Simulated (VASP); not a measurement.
A run of VASP 6.6.1 is set up as follows.

File INCAR:

```
PREC = Accurate ; ENCUT = 520
EDIFF = 1E-7 ; ISMEAR = -1
SIGMA = 0.05 ; LREAL = F
LASPH = T ; NELM = 100
ALGO = Normal ; ISIF = 2
LWAVE = F ; LCHARG = F
NBANDS = 22
```

KPOINTS

```
Automatic mesh
0
Gamma
  7 7 3
```

POSCAR

```
I
1.0
    3.5886574692     -2.1413150360      0.0000000000
    3.5886574692      2.1413150360      0.0000000000
    0.0000000000      0.0000000000      9.6272130010
I
4
Direct
    0.8254264989      0.1745735011      0.1231842597
    0.6745735011      0.3254264989      0.6231842597
    0.1745735011      0.8254264989      0.8768157403
    0.3254264989      0.6745735011      0.3768157403
```

Potentials or basis: VASP PAW LDA potentials, release 64 (I).

Launch:

```sh
$ cat potpaw_LDA.64/I/POTCAR > POTCAR
$ mpirun -np 1 vasp_std > vasp.out
```

(1) Predict the largest force.

(2) Predict the band gap on the k mesh.

(3) Predict the pressure.

## Answers

(1) 0.033 eV/Å.

(2) 0.64 eV (least direct gap 0.99 eV).

(3) 0.0 GPa.

Caveat: spin-orbit coupling is left out, which moves the levels of the heavy elements; an odd mesh through Γ misses points on the zone boundary, where band edges can lie.
